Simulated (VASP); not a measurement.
Write the native input for VASP 6.6.1 that does the following.

- Task: single point
- Functional: PBE
- Potentials or basis: VASP PAW PBE potentials, release 64 (Al)
- Cutoff: 520 eV
- k mesh: 12 × 12 × 12
- Occupations: methfessel-paxton, width 0.15 eV
- Spin: no spin polarisation
- Dipole correction: no
- Further INCAR settings: ALGO = Normal; EDIFF = 1e-06; NBANDS = 8

The structure of Al lies in POSCAR:

```
Al
1.0
    0.0000000000      1.9403429682      1.9403429682
    1.9403429682      0.0000000000      1.9403429682
    1.9403429682      1.9403429682      0.0000000000
Al
1
Direct
    0.0000000000      0.0000000000      0.0000000000
```

These files were run (other wordings do the same):

INCAR

```
ALGO = Normal ; EDIFF = 1E-6
ENCUT = 520 ; GGA = PE
ISIF = 2 ; ISMEAR = 1
LASPH = True ; LCHARG = True
LELF = True ; LREAL = False
LVHAR = True ; LWAVE = False
NBANDS = 8 ; NELM = 60
PREC = Accurate ; SIGMA = 0.15
```

KPOINTS

```
k-points
0
Gamma
  12 12 12
```

Potentials or basis: VASP PAW PBE potentials, release 64 (Al).

Command:

```bash
$ cat potpaw_PBE.64/Al/POTCAR > POTCAR
$ mpirun -np 1 vasp_std > vasp.out
```

Results of the run:

- Pressure: 12.5 GPa

Run time: 8.9 s on 1 thread of Intel Xeon 8259CL, on a shared host, peak memory 0.12 GiB.
